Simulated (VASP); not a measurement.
# AlN (P1) in VASP: notebook

Runs on AlN. Level: PBEsol. Tasks: single point.

All numbers are computed with VASP 6.6.1; they aren't measurements. Logs are shortened: lines on timing, memory, paths and dates and some standing lists are left out, and cuts for length are marked.

### 1 The cell of the first run

The typed cell holds 8 atoms: a = 3.114 Å, b = 3.114 Å, c = 11.992 Å, α = 86.28°, β = 88.14°, γ = 60.00°.

### 2 Single point, PBEsol

Input file INCAR:

```
SYSTEM = AlN
PREC     = Accurate       ! precision mode
ENCUT    = 520            ! plane-wave cutoff, eV
EDIFF    = 1E-6           ! SCF threshold, eV
ISMEAR   = 0              ! smearing method
SIGMA    = 0.05           ! smearing width, eV
LREAL    = .FALSE.        ! projectors in reciprocal space
LASPH    = .TRUE.         ! aspherical terms in the spheres
NELM     = 60             ! most SCF steps
ALGO     = Normal         ! electronic algorithm
ISIF     = 2              ! what is computed and relaxed
LWAVE    = .FALSE.        ! write WAVECAR
LCHARG   = .FALSE.        ! write CHGCAR
GGA      = PS             ! functional
NBANDS   = 26             ! bands
```

Input file KPOINTS:

```
regular mesh
0
G
  8 8 3
  0 0 0
```

Input file POSCAR:

```
AlN
1.0
   -3.1135599822      0.0000000000      0.0000000000
   -1.5567799911     -2.6964220408      0.0000000000
   -0.3891949978     -0.6741055102     11.9667009506
Al N
4 4
Direct
    0.3333333333      0.1449996509      0.7533347297
    0.3333333333      0.2491083459      0.3368999499
    0.6666666667      0.6344960267      0.1286825600
    0.6666666667      0.5303873317      0.5451173398
    0.3333333333      0.3134496259      0.0795348299
    0.3333333333      0.2093409309      0.4959696097
    0.6666666667      0.5947286117      0.2877522198
    0.6666666667      0.4906199168      0.7041869996
```

Potentials or basis: VASP PAW PBE potentials, release 64 (Al, N).

Launch:

```console
$ cat potpaw_PBE.64/Al/POTCAR potpaw_PBE.64/N/POTCAR > POTCAR
$ mpirun -np 1 vasp_std > vasp.out
```

OUTCAR:

```text
SYSTEM = AlN
   PREC = Accurate
   ENCUT = 520
   EDIFF = 1E-6
   ISMEAR = 0
   LREAL = .FALSE.
   LASPH = .TRUE.
   NELM = 60
   ISIF = 2
   GGA = PS

 ion  position               nearest neighbor table
   1  0.333  0.145  0.753-   8 1.89   8 1.89   8 1.89   4 3.07   4 3.07   4 3.07
   2  0.333  0.249  0.337-   7 1.89   7 1.89   7 1.89   6 1.90   4 3.07   3 3.07   3 3.07   4 3.07
                             3 3.07   4 3.07
   3  0.667  0.634  0.129-   5 1.89   5 1.89   5 1.89   7 1.90   2 3.07   2 3.07   2 3.07
   4  0.667  0.530  0.545-   6 1.89   6 1.89   6 1.89   8 1.90   2 3.07   1 3.07   1 3.07   2 3.07
                             1 3.07   2 3.07
   5  0.333  0.313  0.080-   3 1.89   3 1.89   3 1.89
   6  0.333  0.209  0.496-   4 1.89   4 1.89   4 1.89   2 1.90
   7  0.667  0.595  0.288-   2 1.89   2 1.89   2 1.89   3 1.90
   8  0.667  0.491  0.704-   1 1.89   1 1.89   1 1.89   4 1.90

  LATTYP: Found a base centered monoclinic cell.
 ALAT       =     3.1135599822
 B/A-ratio  =     1.7320508076
 C/A-ratio  =     3.8515365063
 COS(beta)  =    -0.0649091602

  Lattice vectors:

 A1 = (   3.1135599822,   0.0000000000,   0.0000000000)
 A2 = (  -1.5567799911,   2.6964220408,   0.0000000000)
 A3 = (  -0.3891949978,  -0.6741055102,  11.9667009506)

Analysis of symmetry for initial positions (statically):
=====================================================================
 Subroutine PRICEL returns:
 Original cell was already a primitive cell.

 Routine SETGRP: Setting up the symmetry group for a
 base centered monoclinic supercell.

 Subroutine GETGRP returns: Found  1 space group operations
 (whereof  1 operations were pure point group operations)
 out of a pool of  4 trial point group operations.

The static configuration has the point symmetry C_1 .

Analysis of symmetry for dynamics (positions and initial velocities):
=====================================================================
 Subroutine PRICEL returns:
 Original cell was already a primitive cell.

 Routine SETGRP: Setting up the symmetry group for a
 base centered monoclinic supercell.

 Subroutine GETGRP returns: Found  1 space group operations
 (whereof  1 operations were pure point group operations)
 out of a pool of  4 trial point group operations.

The dynamic configuration has the point symmetry C_1 .

 Subroutine INISYM returns: Found  1 space group operations
 (whereof  1 operations are pure point group operations),
 and found     1 'primitive' translations

----------------------------------------------------------------------------------------

                                     Primitive cell

  volume of cell :     100.4661

  direct lattice vectors                    reciprocal lattice vectors
    -3.113559982  0.000000000  0.000000000    -0.321175762  0.185430913 -0.000000000
    -1.556779991 -2.696422041  0.000000000     0.000000000 -0.370861825 -0.020891305
    -0.389194998 -0.674105510 11.966700951     0.000000000  0.000000000  0.083565220

  length of vectors
     3.113559982  3.113559982 11.991989936     0.370861825  0.371449781  0.083565220

  position of ions in fractional coordinates (direct lattice)
     0.333333333  0.144999651  0.753334730
     0.333333333  0.249108346  0.336899950
     0.666666667  0.634496027  0.128682560
     0.666666667  0.530387332  0.545117340
     0.333333333  0.313449626  0.079534830
     0.333333333  0.209340931  0.495969610
     0.666666667  0.594728612  0.287752220
     0.666666667  0.490619917  0.704187000

  ion indices of the primitive-cell ions
   primitive index   ion index
                 1           1
                 2           2
                 3           3
                 4           4
                 5           5
                 6           6
                 7           7
                 8           8

----------------------------------------------------------------------------------------

 KPOINTS: regular mesh

Automatic generation of k-mesh.
 Grid dimensions read from file:
 generate k-points for:    8    8    3

 Generating k-lattice:

  Cartesian coordinates                     Fractional coordinates (reciprocal lattice)
    -0.040146970  0.023178864 -0.000000000     0.125000000  0.000000000  0.000000000
     0.000000000 -0.046357728 -0.002611413     0.000000000  0.125000000 -0.000000000
     0.000000000  0.000000000  0.027855073     0.000000000  0.000000000  0.333333333

  Length of vectors
     0.046357728  0.046431223  0.027855073

  Shift w.r.t. Gamma in fractional coordinates (k-lattice)
     0.000000000  0.000000000  0.000000000

 Subroutine IBZKPT returns following result:
 ===========================================

 Found     98 irreducible k-points:

 Following reciprocal coordinates:
            Coordinates               Weight
  0.000000  0.000000  0.000000      1.000000
  0.125000 -0.000000  0.000000      2.000000
  0.250000 -0.000000  0.000000      2.000000
  0.375000 -0.000000  0.000000      2.000000
  0.500000 -0.000000  0.000000      1.000000
  0.000000  0.125000 -0.000000      2.000000
[... 16 lines left out ...]
 -0.375000 -0.375000  0.000000      2.000000
  0.125000  0.375000 -0.000000      2.000000
 [... further k-points ...]
   k-points           NKPTS =     98   k-points in BZ     NKDIM =     98   number of bands    NBANDS=     26
   number of dos      NEDOS =    301   number of ions     NIONS =      8
   total plane-waves  NPLWV =  51840
   dimension x,y,z NGX =    24 NGY =   24 NGZ =   90
   dimension x,y,z NGXF=    48 NGYF=   48 NGZF=  180
   ions per type =               4   4
   NGX,Y,Z   is equivalent  to a cutoff of  12.81, 12.81, 12.48 a.u.
   NGXF,Y,Z  is equivalent  to a cutoff of  25.63, 25.63, 24.95 a.u.
 SYSTEM =  AlN
   PREC   = accura    normal or accurate (medium, high low for compatibility)
   ISTART =      0    job   : 0-new  1-cont  2-samecut
   ICHARG =      2    charge: 1-file 2-atom 10-const
   ISPIN  =      1    spin polarized calculation?
   LNONCOLLINEAR =      F non collinear calculations
   LSORBIT =      F    spin-orbit coupling
   LASPH  =      T    aspherical Exc in radial PAW
   ENCUT  =  520.0 eV  38.22 Ry    6.18 a.u.   5.79  5.79 22.30*2*pi/ulx,y,z
   NELM   =     60;   NELMIN=  2; NELMDL= -5     # of ELM steps
   EDIFF  = 0.1E-05   stopping-criterion for ELM
   LREAL  =      F    real-space projection
[... 7 lines left out ...]
   TEBEG  =    0.0;   TEEND  =   0.0 temperature during run
   PSTRESS=    0.0 pullay stress
   NELECT =      32.0000    total number of electrons
   NUPDOWN=      -1.0000    fix difference up-down
   EMIN   =  10.00;   EMAX   =-10.00  energy-range for DOS
   EFERMI =   0.00;   METHOD = LEGACY
   ISMEAR =     0;   SIGMA  =   0.05  broadening in eV -4-tet -1-fermi 0-gaus
   EFERMI_NEDOS =   21; number of points for ismear=-14 and -15
   IALGO  =     38    algorithm
   IMIX   =      4    mixing-type and parameters
     AMIX     =   0.40;   BMIX     =  1.00
     AMIX_MAG =   1.60;   BMIX_MAG =  1.00
  volume/ion in A,a.u.               =      12.56        84.75
  Fermi-wavevector in a.u.,A,eV,Ry     =   1.118025  2.112762 17.007019  1.249981
  Thomas-Fermi vector in A             =   2.254653
   LORBIT       =      0    0 simple, 1 ext, 2 COOP (PROOUT), +10 PAW based schemes
   GGA     = PS    functional components
   LHFCALC =     F    Hartree Fock is set to
   AEXX    =    0.0000 exact exchange contribution
   IVDW    =     0    specifies the selected vdW correction
   LEPSILON=     F    determine dielectric tensor
   LRPA    =     F    only Hartree local field effects (RPA)
 non-spin polarized calculation
 Gauss-broadening in eV      SIGMA  =   0.05
  energy-cutoff  :      520.00
  volume of cell :      100.47
 maximum number of plane-waves:      2726
   NGX = 11   NGY = 11   NGZ = 45

 number of electron      31.9999998 magnetization

 Free energy of the ion-electron system (eV)
  ---------------------------------------------------
  ext. energy  EPLUGINS =         0.00000000
  ---------------------------------------------------
  free energy    TOTEN  =       -59.09122445 eV

  energy without entropy =      -59.08892894  energy(sigma->0) =      -59.09007670

 E-fermi :   5.7415     XC(G=0): -10.0898

 val. band max:        5.7103465708   @ k =   0.0000   0.1250  -0.0000
 cond. band min:       5.7889447335   @ k =  -0.1250  -0.1250  -0.3333
 fundamental gap:      0.0785981628
 Fermi energy:         5.7415245060

 k-point     1 :       0.0000    0.0000    0.0000
  band No.  band energies     occupation
      1     -12.1381      2.00000
      2     -10.8059      2.00000
      3      -9.5340      2.00000
      4      -7.4083      2.00000
      5      -2.4419      2.00000
      6      -0.2434      2.00000
[... 18 lines left out ...]
     25      14.6029      0.00000
     26      14.8882      0.00000

 k-point     2 :       0.1250   -0.0000    0.0000
  band No.  band energies     occupation
      1     -11.9573      2.00000
      2     -10.6385      2.00000
      3      -9.3752      2.00000
      4      -7.2570      2.00000
      5      -2.2386      2.00000
      6      -0.2525      2.00000
[... 18 lines left out ...]
     25      14.1886      0.00000
     26      14.5919      0.00000

 k-point     3 :       0.2500   -0.0000    0.0000
  band No.  band energies     occupation
      1     -11.4661      2.00000
      2     -10.1925      2.00000
      3      -8.9552      2.00000
      4      -6.8602      2.00000
      5      -1.7126      2.00000
      6      -1.1563      2.00000
[... 18 lines left out ...]
     25      14.1462      0.00000
     26      14.8921      0.00000

 k-point     4 :       0.3750   -0.0000    0.0000
  band No.  band energies     occupation
      1     -10.8588      2.00000
      2      -9.6701      2.00000
      3      -8.4682      2.00000
      4      -6.4086      2.00000
      5      -2.4686      2.00000
      6      -1.6138      2.00000
[... 18 lines left out ...]
     25      14.2517      0.00000
     26      14.3426      0.00000

 k-point     5 :       0.5000   -0.0000    0.0000
  band No.  band energies     occupation
      1     -10.5505      2.00000
      2      -9.4261      2.00000
      3      -8.2406      2.00000
      4      -6.2025      2.00000
      5      -3.0143      2.00000
      6      -1.9981      2.00000
[... 18 lines left out ...]
     25      14.0703      0.00000
     26      14.5340      0.00000

 k-point     6 :       0.0000    0.1250   -0.0000
  band No.  band energies     occupation
      1     -11.9572      2.00000
      2     -10.6384      2.00000
      3      -9.3752      2.00000
      4      -7.2570      2.00000
      5      -2.2384      2.00000
      6      -0.2537      2.00000
[... 427 lines left out ...]
 k-point    21 :      -0.3750    0.2500   -0.0000
  band No.  band energies     occupation
      1     -10.3660      2.00000
      2      -9.2670      2.00000
      3      -8.0864      2.00000
      4      -6.0580      2.00000
      5      -2.3660      2.00000
      6      -1.5148      2.00000
[... 18 lines left out ...]
     25      14.0062      0.00000
     26      14.3917      0.00000

 k-point    22 :       0.0000    0.3750   -0.0000
  band No.  band energies     occupation
      1     -10.8585      2.00000
      2      -9.6700      2.00000
      3      -8.4683      2.00000
      4      -6.4083      2.00000
      5      -2.4716      2.00000
      6      -1.6131      2.00000
[... 18 lines left out ...]
     25      14.2465      0.00000
     26      14.3327      0.00000

 k-point    23 :      -0.3750   -0.3750    0.0000
  band No.  band energies     occupation
      1     -10.8589      2.00000
      2      -9.6701      2.00000
      3      -8.4681      2.00000
      4      -6.4085      2.00000
      5      -2.4684      2.00000
      6      -1.6143      2.00000
[... 18 lines left out ...]
     25      14.2776      0.00000
     26      14.3326      0.00000

 k-point    24 :       0.1250    0.3750   -0.0000
  band No.  band energies     occupation
      1     -11.0595      2.00000
      2      -9.8364      2.00000
      3      -8.6220      2.00000
      4      -6.5491      2.00000
      5      -1.8497      2.00000
      6      -1.4129      2.00000
[... 18 lines left out ...]
     25      13.8850      0.00000
     26      14.4518      0.00000

 [... further k-points ...]

------------------------ aborting loop because EDIFF is reached ----------------------------------------

  FORCE on cell =-STRESS in cart. coord.  units (eV):
  Direction    XX          YY          ZZ          XY          YZ          ZX
  --------------------------------------------------------------------------------------
  -------------------------------------------------------------------------------------
  Total       -0.6349175     -0.8199356     -2.9760690     -0.0330499      0.2400816      0.2135508
  in kB      -10.1253095    -13.0758754    -47.4606884     -0.5270607      3.8286876      3.4055893
  external PRESSURE =     -23.5539578 kB  Pullay stress =       0.0000000 kB

 VOLUME and BASIS-vectors are now :
 -----------------------------------------------------------------------------
  energy-cutoff  :      520.00
  volume of cell :      100.47
      direct lattice vectors                 reciprocal lattice vectors
    -3.113559982  0.000000000  0.000000000    -0.321175762  0.185430913 -0.000000000
    -1.556779991 -2.696422041  0.000000000     0.000000000 -0.370861825 -0.020891305
    -0.389194998 -0.674105510 11.966700951     0.000000000  0.000000000  0.083565220

 POSITION                                       TOTAL-FORCE (eV/Angst)
 -----------------------------------------------------------------------------------
     -1.55678     -0.89881      9.01493        -0.027050     -0.058804      0.107486
     -1.55678     -0.89881      4.03158         0.000694      0.001361     -1.457334
     -3.11356     -1.79761      1.53991        -0.005037     -0.005251     -2.351931
     -3.11356     -1.79761      6.52326        -0.002901     -0.000923     -1.389832
     -1.55678     -0.89881      0.95177         0.045603      0.057674      1.102125
     -1.55678     -0.89881      5.93512        -0.000231      0.001685      1.275265
     -3.11356     -1.79761      3.44344         0.004537      0.005535      1.504474
     -3.11356     -1.79761      8.42680        -0.015615     -0.001277      1.209749
 -----------------------------------------------------------------------------------
    total drift:                               -0.000171     -0.000336     -0.000714

  FREE ENERGIE OF THE ION-ELECTRON SYSTEM (eV)
  ---------------------------------------------------
  free  energy   TOTEN  =       -59.0912244525 eV

  energy  without entropy=      -59.0889289381  energy(sigma->0) =      -59.09007670
```

Wall time 3.6 min (1 thread of Intel Xeon Platinum 8488C (Sapphire Rapids), shared host); peak memory 0.33 GiB.

Results:

```yaml
Free_energy: -59.0912 eV
Pressure: -2.4 GPa
Largest_force: 2.352 eV/Å
Band_gap_on_the_k_mesh: zero (bands 16 and 17 overlap by 0.13 eV)
```

Forces on the atoms (eV/Å):
```
Al  -0.027 -0.059  0.107
Al   0.001  0.001 -1.457
Al  -0.005 -0.005 -2.352
Al  -0.003 -0.001 -1.390
N    0.046  0.058  1.102
N    0.000  0.002  1.275
N    0.005  0.006  1.504
N   -0.016 -0.001  1.210
```

Levels at points of the mesh, in eV from the Fermi level:
```tsv
k point	band 13	band 14	band 15	band 16	band 17	band 18	band 19	band 20
(0.00, 0.00, 0.00)	-1.74	-1.11	-0.55	0.10	0.10	3.10	3.64	4.83
(0.50, 0.00, 0.00)	-2.71	-2.60	-0.69	-0.40	0.81	2.05	3.40	3.99
(0.00, 0.50, 0.00)	-2.72	-2.60	-0.69	-0.36	0.73	2.11	3.37	3.98
(0.50, 0.50, 0.00)	-2.70	-2.60	-0.69	-0.37	0.76	2.03	3.41	4.00
```

Caveat: semilocal functionals underestimate gaps, so a narrow gap can read as zero; the PAW data sets were made with another functional, which shifts forces and pressure a little.

### 3 Single point, PBEsol

Input file INCAR:

```
ALGO     = Normal         # electronic algorithm
EDIFF    = 1E-6           # SCF threshold, eV
ENCUT    = 520            # plane-wave cutoff, eV
GGA      = PS             # functional
ISIF     = 2              # what is computed and relaxed
ISMEAR   = 0              # smearing method
LASPH    = T              # aspherical terms in the spheres
LCHARG   = T              # write CHGCAR
LELF     = T              # ELF
LREAL    = F              # projectors in reciprocal space
LVHAR    = T            
LWAVE    = F              # write WAVECAR
NBANDS   = 26             # bands
NELM     = 100            # most SCF steps
PREC     = Accurate       # precision mode
SIGMA    = 0.05           # smearing width, eV
```

Input file KPOINTS:

```
k-points
0
Gamma
  8 8 3
```

Input file POSCAR:

```
AlN
1.0
   -3.1135599822      0.0000000000      0.0000000000
   -1.5567799911     -2.6964220408      0.0000000000
   -0.1297316659     -0.2247018367     11.9667009506
Al N
4 4
Direct
    0.3333333333      0.2705554392      0.7533347297
    0.3333333333      0.3052583375      0.3368999499
    0.6666666667      0.6559431200      0.1286825600
    0.6666666667      0.6212402217      0.5451173398
    0.3333333333      0.3267054308      0.0795348299
    0.3333333333      0.2920025325      0.4959696097
    0.6666666667      0.6426873150      0.2877522198
    0.6666666667      0.6079844167      0.7041869996
```

Potentials or basis: VASP PAW PBE potentials, release 64 (Al, N).

Launch:

```console
$ cat potpaw_PBE.64/Al/POTCAR potpaw_PBE.64/N/POTCAR > POTCAR
$ mpirun -np 1 vasp_std > vasp.out
```

It took 4.2 min on 1 thread of Intel Xeon Platinum 8488C (Sapphire Rapids), shared host; peak memory 0.33 GiB.

Results (log left out):

```
Free energy            : -59.1223 eV
Pressure               : -2.4 GPa
Largest force          : 2.367 eV/Å
Band gap on the k mesh : zero (bands 16 and 17 overlap by 0.13 eV)
```

Forces in eV/Å, atoms in the order of the input:
```
Al  -0.015 -0.027  0.156
Al   0.000  0.001 -1.444
Al  -0.002 -0.003 -2.367
Al  -0.001 -0.001 -1.377
N    0.018  0.029  1.060
N    0.000  0.001  1.265
N    0.002  0.003  1.492
N   -0.004 -0.003  1.215
```

Stress tensor (GPa, compression positive):
```
-0.96  0.01  0.13
 0.01 -1.06  0.20
 0.13  0.20 -5.16
```

Levels at points of the mesh, in eV from the Fermi level:
```csv
k point,band 13,band 14,band 15,band 16,band 17,band 18,band 19,band 20
"(0.00, 0.00, 0.00)",-1.74,-1.11,-0.54,0.09,0.09,3.12,3.65,4.83
"(0.50, 0.00, 0.00)",-2.71,-2.60,-0.69,-0.41,0.84,2.08,3.42,3.99
"(0.00, 0.50, 0.00)",-2.71,-2.60,-0.69,-0.40,0.82,2.10,3.41,3.99
"(0.50, 0.50, 0.00)",-2.70,-2.60,-0.69,-0.40,0.84,2.06,3.42,3.99
```

Caveat: semilocal functionals underestimate gaps, so a narrow gap can read as zero; the PAW data sets were made with another functional, which shifts forces and pressure a little.
